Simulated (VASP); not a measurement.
As: density of states with PBE

The system is As.

```
As
1.0
     0.00000    3.05368    3.05368
     3.05368    0.00000    3.05368
     3.05368    3.05368    0.00000
As
2
Direct
  0.87500 0.87500 0.87500
  0.12500 0.12500 0.12500
```

| Item | Value |
| --- | --- |
| Program | VASP 6.6.1 |
| Task | density of states |
| Functional | PBE |
| Potentials or basis | VASP PAW PBE potentials, release 64 (As) |
| Cutoff | 520 eV |
| k mesh | 13 × 13 × 13 |
| Occupations | fermi-dirac, width 0.08 eV |
| Spin | no spin polarisation |
| Dipole correction | no |
| k mesh for the DOS | 20 × 20 × 20 |
| Occupations for the DOS | tetrahedron |
| Further INCAR settings | ALGO = Normal; EDIFF = 1e-07; NBANDS = 12 |

* Valence electrons inside the program's atomic spheres: As 2.66

Levels at points of the mesh, in eV from the Fermi level:
```tsv
k point	band 3	band 4	band 5	band 6	band 7	band 8
(0.00, 0.00, 0.00)	-2.08	-2.08	-2.08	0.65	0.65	0.65
(0.50, 0.00, 0.00)	-3.00	-3.00	-2.66	1.88	1.88	4.78
(0.50, 0.50, 0.00)	-4.05	-4.05	-0.62	-0.62	5.01	5.01
```

Run time: 70 s on 1 thread of AMD EPYC 7R13 Processor (Zen 3), with other jobs on the host, peak memory 0.25 GiB.
